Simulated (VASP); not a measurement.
# Br (Pm-3m) in VASP: relaxation of cell and atoms with PBE

Aim: the relaxation of cell and atoms of Br with PBE.

Everything below comes from runs of VASP 6.6.1. Logs are shortened: lines on timing, memory, paths and dates and some standing lists are left out, and cuts for length are marked.

## Step 1: The cell of the first run

The structure is cubic, space group Pm-3m (No. 221). Conventional cell: a = 3.060 Å, b = 3.060 Å, c = 3.060 Å, α = 90.00°, β = 90.00°, γ = 90.00°. Within 4.0 Å of Br (site symmetry m-3m) lie 6 Br at 3.06 Å.

## Step 2: Relaxation of cell and atoms, PBE

Input file INCAR:

```
PREC = Accurate
ENCUT = 600
EDIFF = 1E-6
ISMEAR = -1
SIGMA = 0.02
LREAL = False
LASPH = True
NELM = 60
ALGO = Normal
ISIF = 3
LWAVE = False
LCHARG = False
GGA = PE
IBRION = 2
NSW = 80
EDIFFG = -0.03
```

Input file KPOINTS:

```
Automatic mesh
0
Gamma
  13 13 13
```

Input file POSCAR:

```
Br
1.0
    3.0600000000      0.0000000000      0.0000000000
    0.0000000000      3.0600000000      0.0000000000
    0.0000000000      0.0000000000      3.0600000000
Br
1
Direct
    0.0000000000      0.0000000000      0.0000000000
```

Potentials or basis: VASP PAW PBE potentials, release 64 (Br).

Run with:

```
cat potpaw_PBE.64/Br/POTCAR > POTCAR
mpirun -np 1 vasp_std > vasp.out
```

OUTCAR:

```text
PREC = Accurate
   ENCUT = 600
   EDIFF = 1E-6
   ISMEAR = -1
   LREAL = False
   LASPH = True
   NELM = 60
   ISIF = 3
   GGA = PE
   IBRION = 2
   NSW = 80
   EDIFFG = -0.03

 ion  position               nearest neighbor table
   1  0.000  0.000  0.000-

  LATTYP: Found a simple cubic cell.
 ALAT       =     3.0600000000

  Lattice vectors:

 A1 = (   3.0600000000,   0.0000000000,   0.0000000000)
 A2 = (   0.0000000000,   3.0600000000,   0.0000000000)
 A3 = (   0.0000000000,   0.0000000000,   3.0600000000)

Analysis of symmetry for initial positions (statically):
=====================================================================
 Subroutine PRICEL returns:
 Original cell was already a primitive cell.

 Routine SETGRP: Setting up the symmetry group for a
 simple cubic supercell.

 Subroutine GETGRP returns: Found 48 space group operations
 (whereof 48 operations were pure point group operations)
 out of a pool of 48 trial point group operations.

The static configuration has the point symmetry O_h .

Analysis of symmetry for dynamics (positions and initial velocities):
=====================================================================
 Subroutine PRICEL returns:
 Original cell was already a primitive cell.

 Routine SETGRP: Setting up the symmetry group for a
 simple cubic supercell.

 Subroutine GETGRP returns: Found 48 space group operations
 (whereof 48 operations were pure point group operations)
 out of a pool of 48 trial point group operations.

The dynamic configuration has the point symmetry O_h .

 Subroutine INISYM returns: Found 48 space group operations
 (whereof 48 operations are pure point group operations),
 and found     1 'primitive' translations

----------------------------------------------------------------------------------------

                                     Primitive cell

  volume of cell :      28.6526

  direct lattice vectors                    reciprocal lattice vectors
     3.060000000  0.000000000  0.000000000     0.326797386  0.000000000  0.000000000
     0.000000000  3.060000000  0.000000000     0.000000000  0.326797386  0.000000000
     0.000000000  0.000000000  3.060000000     0.000000000  0.000000000  0.326797386

  length of vectors
     3.060000000  3.060000000  3.060000000     0.326797386  0.326797386  0.326797386

  position of ions in fractional coordinates (direct lattice)
     0.000000000  0.000000000  0.000000000

  ion indices of the primitive-cell ions
   primitive index   ion index
                 1           1

----------------------------------------------------------------------------------------

 KPOINTS: Automatic mesh

Automatic generation of k-mesh.
 Grid dimensions read from file:
 generate k-points for:   13   13   13

 Generating k-lattice:

  Cartesian coordinates                     Fractional coordinates (reciprocal lattice)
     0.025138260  0.000000000  0.000000000     0.076923077  0.000000000  0.000000000
     0.000000000  0.025138260  0.000000000     0.000000000  0.076923077  0.000000000
     0.000000000  0.000000000  0.025138260     0.000000000  0.000000000  0.076923077

  Length of vectors
     0.025138260  0.025138260  0.025138260

  Shift w.r.t. Gamma in fractional coordinates (k-lattice)
     0.000000000  0.000000000  0.000000000

 Subroutine IBZKPT returns following result:
 ===========================================

 Found     84 irreducible k-points:

 Following reciprocal coordinates:
            Coordinates               Weight
  0.000000  0.000000  0.000000      1.000000
  0.076923  0.000000  0.000000      6.000000
  0.153846  0.000000  0.000000      6.000000
  0.230769  0.000000  0.000000      6.000000
  0.307692  0.000000  0.000000      6.000000
  0.384615  0.000000  0.000000      6.000000
[... 16 lines left out ...]
  0.307692  0.307692  0.000000     12.000000
  0.384615  0.307692  0.000000     24.000000
 [... further k-points ...]
   k-points           NKPTS =     84   k-points in BZ     NKDIM =     84   number of bands    NBANDS=      7
   number of dos      NEDOS =    301   number of ions     NIONS =      1
   total plane-waves  NPLWV =  13824
   dimension x,y,z NGX =    24 NGY =   24 NGZ =   24
   dimension x,y,z NGXF=    48 NGYF=   48 NGZF=   48
   ions per type =               1
   NGX,Y,Z   is equivalent  to a cutoff of  13.04, 13.04, 13.04 a.u.
   NGXF,Y,Z  is equivalent  to a cutoff of  26.08, 26.08, 26.08 a.u.
 SYSTEM =  unknown system
   PREC   = accura    normal or accurate (medium, high low for compatibility)
   ISTART =      0    job   : 0-new  1-cont  2-samecut
   ICHARG =      2    charge: 1-file 2-atom 10-const
   ISPIN  =      1    spin polarized calculation?
   LNONCOLLINEAR =      F non collinear calculations
   LSORBIT =      F    spin-orbit coupling
   LASPH  =      T    aspherical Exc in radial PAW
   ENCUT  =  600.0 eV  44.10 Ry    6.64 a.u.   6.11  6.11  6.11*2*pi/ulx,y,z
   NELM   =     60;   NELMIN=  2; NELMDL= -5     # of ELM steps
   EDIFF  = 0.1E-05   stopping-criterion for ELM
   LREAL  =      F    real-space projection
   EDIFFG = -.3E-01   stopping-criterion for IOM
   NSW    =     80    number of steps for IOM
   IBRION =      2    ionic relax: 0-MD 1-quasi-New 2-CG
   NFREE  =      1    steps in history (QN), initial steepest desc. (CG)
   ISIF   =      3    stress and relaxation
   ISYM   =      2    0-nonsym 1-usesym 2-fastsym
   POTIM  = 0.5000    time-step for ionic-motion
   TEBEG  =    0.0;   TEEND  =   0.0 temperature during run
   PSTRESS=    0.0 pullay stress
   NELECT =       7.0000    total number of electrons
   NUPDOWN=      -1.0000    fix difference up-down
   EMIN   =  10.00;   EMAX   =-10.00  energy-range for DOS
   EFERMI =   0.00;   METHOD = LEGACY
   ISMEAR =    -1;   SIGMA  =   0.02  broadening in eV -4-tet -1-fermi 0-gaus
   EFERMI_NEDOS =   21; number of points for ismear=-14 and -15
   IALGO  =     38    algorithm
   IMIX   =      4    mixing-type and parameters
     AMIX     =   0.40;   BMIX     =  1.00
     AMIX_MAG =   1.60;   BMIX_MAG =  1.00
  volume/ion in A,a.u.               =      28.65       193.36
  Fermi-wavevector in a.u.,A,eV,Ry     =   1.023417  1.933978 14.250510  1.047383
  Thomas-Fermi vector in A             =   2.157150
   LORBIT       =      0    0 simple, 1 ext, 2 COOP (PROOUT), +10 PAW based schemes
   GGA     = PE    functional components
   LHFCALC =     F    Hartree Fock is set to
   AEXX    =    0.0000 exact exchange contribution
   IVDW    =     0    specifies the selected vdW correction
   LEPSILON=     F    determine dielectric tensor
   LRPA    =     F    only Hartree local field effects (RPA)
 conjugate gradient relaxation of ions
 non-spin polarized calculation
  energy-cutoff  :      600.00
  volume of cell :       28.65
 maximum number of plane-waves:       970
   NGX = 13   NGY = 13   NGZ = 13

--------------------------------------- Ionic step        1  -------------------------------------------

 number of electron       7.0000002 magnetization

 Free energy of the ion-electron system (eV)
  ---------------------------------------------------
  ext. energy  EPLUGINS =         0.00000000
  ---------------------------------------------------
  free energy    TOTEN  =        -1.20295831 eV

  energy without entropy =       -1.20112659  energy(sigma->0) =       -1.20204245

------------------------ aborting loop because EDIFF is reached ----------------------------------------

  FORCE on cell =-STRESS in cart. coord.  units (eV):
  Direction    XX          YY          ZZ          XY          YZ          ZX
  --------------------------------------------------------------------------------------
  -------------------------------------------------------------------------------------
  Total        0.2226616      0.2226616      0.2226616     -0.0000000      0.0000000     -0.0000000
  in kB       12.4506380     12.4506380     12.4506380     -0.0000000      0.0000000     -0.0000000
  external PRESSURE =      12.4506380 kB  Pullay stress =       0.0000000 kB

 VOLUME and BASIS-vectors are now :
 -----------------------------------------------------------------------------
  energy-cutoff  :      600.00
  volume of cell :       28.65
      direct lattice vectors                 reciprocal lattice vectors
     3.060000000  0.000000000  0.000000000     0.326797386  0.000000000  0.000000000
     0.000000000  3.060000000  0.000000000     0.000000000  0.326797386  0.000000000
     0.000000000  0.000000000  3.060000000     0.000000000  0.000000000  0.326797386
[... 36 lines left out ...]
 POSITION                                       TOTAL-FORCE (eV/Angst)
 -----------------------------------------------------------------------------------
      0.00000      0.00000      0.00000        -0.000000     -0.000000      0.000000
 -----------------------------------------------------------------------------------
    total drift:                               -0.000000      0.000000      0.000000

  FREE ENERGIE OF THE ION-ELECTRON SYSTEM (eV)
  ---------------------------------------------------
  free  energy   TOTEN  =        -1.2069864861 eV

  energy  without entropy=       -1.2050753561  energy(sigma->0) =       -1.20603092

--------------------------------------- Ionic step        3  -------------------------------------------

 number of electron       7.0000002 magnetization

 Free energy of the ion-electron system (eV)
  ---------------------------------------------------
  ext. energy  EPLUGINS =         0.00000000
  ---------------------------------------------------
  free energy    TOTEN  =        -1.20707950 eV

  energy without entropy =       -1.20515349  energy(sigma->0) =       -1.20611650

 E-fermi :   1.0828     XC(G=0):  -8.5667

 val. band max:        1.0747122829   @ k =   0.2308   0.2308   0.0769
 cond. band min:       1.0948053939   @ k =   0.1538   0.0769   0.0000
 fundamental gap:      0.0200931110
 Fermi energy:         1.0828247328

 k-point     1 :       0.0000    0.0000    0.0000
  band No.  band energies     occupation
      1     -14.5321      2.00000
      2       0.9376      1.99859
      3       0.9376      1.99859
      4       0.9376      1.99859
      5       7.5282      0.00000
      6       9.9975      0.00000
      7       9.9975      0.00000

 k-point     2 :       0.0769    0.0000    0.0000
  band No.  band energies     occupation
      1     -14.4888      2.00000
      2       0.5121      2.00000
      3       0.9703      1.99283
      4       0.9703      1.99283
      5       7.7810      0.00000
      6      10.0627      0.00000
      7      10.4011      0.00000
[... 201 lines left out ...]
 k-point    23 :       0.3077    0.3077    0.0000
  band No.  band energies     occupation
      1     -13.4192      2.00000
      2      -2.0728      2.00000
      3      -1.8895      2.00000
      4       1.7345      0.00000
      5       9.0644      0.00000
      6      11.4250      0.00000
      7      16.0520      0.00000

 k-point    24 :       0.3846    0.3077    0.0000
  band No.  band energies     occupation
      1     -13.2348      2.00000
      2      -2.7165      2.00000
      3      -1.7645      2.00000
      4       1.8567      0.00000
      5       8.3413      0.00000
      6      11.8221      0.00000
      7      15.8981      0.00000

 [... further k-points ...]

------------------------ aborting loop because EDIFF is reached ----------------------------------------

  FORCE on cell =-STRESS in cart. coord.  units (eV):
  Direction    XX          YY          ZZ          XY          YZ          ZX
  --------------------------------------------------------------------------------------
  -------------------------------------------------------------------------------------
  Total        0.0091423      0.0091423      0.0091423     -0.0000000      0.0000000     -0.0000000
  in kB        0.4923247      0.4923247      0.4923247     -0.0000000      0.0000000     -0.0000000
  external PRESSURE =       0.4923247 kB  Pullay stress =       0.0000000 kB

 VOLUME and BASIS-vectors are now :
 -----------------------------------------------------------------------------
  energy-cutoff  :      600.00
  volume of cell :       29.75
      direct lattice vectors                 reciprocal lattice vectors
     3.098646402  0.000000000 -0.000000000     0.322721560  0.000000000 -0.000000000
    -0.000000000  3.098646402 -0.000000000    -0.000000000  0.322721560 -0.000000000
     0.000000000  0.000000000  3.098646402     0.000000000  0.000000000  0.322721560

 POSITION                                       TOTAL-FORCE (eV/Angst)
 -----------------------------------------------------------------------------------
      0.00000      0.00000      0.00000        -0.000000     -0.000000      0.000000
 -----------------------------------------------------------------------------------
    total drift:                               -0.000000      0.000000      0.000000

  FREE ENERGIE OF THE ION-ELECTRON SYSTEM (eV)
  ---------------------------------------------------
  free  energy   TOTEN  =        -1.2070795032 eV

  energy  without entropy=       -1.2051534891  energy(sigma->0) =       -1.20611650

 reached required accuracy - stopping structural energy minimisation
```

Wall time 7.6 s (1 thread of Intel Xeon 6975P-C (Granite Rapids), shared host); peak memory 0.15 GiB.

What came out:

* Free energy: -1.2071 eV
* Relaxed volume: 29.75 Å³/atom
* Relaxed cell: a = 3.099 Å, b = 3.099 Å, c = 3.099 Å, α = 90.00°, β = 90.00°, γ = 90.00°
* Space group after relaxing (to 0.1 Å): Pm-3m (No. 221)
* Energy gained by relaxing: 4.1 meV/atom
* Ionic steps: 3
* Pressure after relaxing: 0.0 GPa
* Band gap on the k mesh: zero (an odd number of electrons rules out a gap without spin polarisation)

Step by step:
```csv
step,energy change (eV),largest force (eV/Å),pressure (GPa),volume (Å³)
1,0.0000,0.0000,1.25,28.65
2,-0.0040,0.0000,0.17,29.59
3,-0.0041,0.0000,0.05,29.75
```

Final structure:
```
Br
1.0
     3.09865    0.00000    0.00000
     0.00000    3.09865    0.00000
     0.00000    0.00000    3.09865
Br
1
Direct
  0.00000 0.00000 0.00000
```

Caveat: an odd number of electrons without spin polarisation forces a metal; a magnetic or distorted state may lie lower.

The gap in the log of VASP goes by the Fermi energy; the results here count the filled bands.